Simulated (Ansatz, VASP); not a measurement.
# Two plane-wave programs on W

File INCAR:

```
  ALGO = Normal
  EDIFF = 1E-6
  ENCUT = 520
  GGA = PE
  GGA_COMPAT = False
  ISIF = 2
  ISMEAR = -1
  LASPH = True
  LCHARG = False
  LMAXMIX = 4
  LORBIT = 11
  LORBMOM = True
  LREAL = False
  LSORBIT = True
  LWAVE = False
  MAGMOM = 0 0 0
  NBANDS = 25
  NELM = 150
  PREC = Accurate
  SIGMA = 0.05
```

The input KPOINTS:

```
k-points
0
Gamma
  8 8 8
```

The input POSCAR:

```
W
1.0
    0.0000000000      2.0300000000      2.0300000000
    2.0300000000      0.0000000000      2.0300000000
    2.0300000000      2.0300000000      0.0000000000
W
1
Direct
    0.0000000000      0.0000000000      0.0000000000
```

input.yaml

```yaml
crystal:
  lattice:
    - [0.0, 2.03, 2.03]
    - [2.03, 0.0, 2.03]
    - [2.03, 2.03, 0.0]
  atoms:
    - { symbol: W, position: [0.0, 0.0, 0.0] }
hamiltonian:
  xc: pbe
  pseudopotentials: { kind: paw_fr }
magnetization:
  noncollinear: true
  spin_orbit: true
kpoints:
  mp_grid: { grid: [8, 8, 8] }
  band_path:
    path:
      - [[0.0, 0.0, 0.0], [0.5, 0.0, 0.5], [0.5, 0.25, 0.75], [0.375, 0.375, 0.75], [0.0, 0.0, 0.0], [0.5, 0.5, 0.5], [0.625, 0.25, 0.625], [0.5, 0.25, 0.75], [0.5, 0.5, 0.5], [0.375, 0.375, 0.75]]
      - [[0.625, 0.25, 0.625], [0.5, 0.0, 0.5]]
    npoints: 14
scf:
  occupations: { method: fermi_dirac, width: 0.05 }
  n_extra_bands: 6
output:
  forces: true
  stress: true
  eigenvalues: true
  fatbands: false
  write_density: true
  write_potential: true
  elf: true
  volumetric_format: npy
```

Alike in both runs: functional PBE; k mesh 8 × 8 × 8; occupations fermi-dirac, width 0.05 eV; non-collinear spin, spin-orbit coupling.

```csv
,VASP,Ansatz
version,VASP 6.6.1,Ansatz 0.2.0
potentials or method,"VASP PAW PBE potentials, release 64 (W_sv)",Ansatz PAW
plane-wave cutoff (eV),520,420
valence electrons in the cell,14,14
task,single point,band structure
```

Ansatz gave:

| Item | Value |
| --- | --- |
| pressure (GPa) | -4.0 |
| net moment per atom (μB) | 0.00 |

**Question.** Estimate VASP's values.

**Answer.** Pressure (GPa): -3.0; net moment per atom (μB): 0.00.
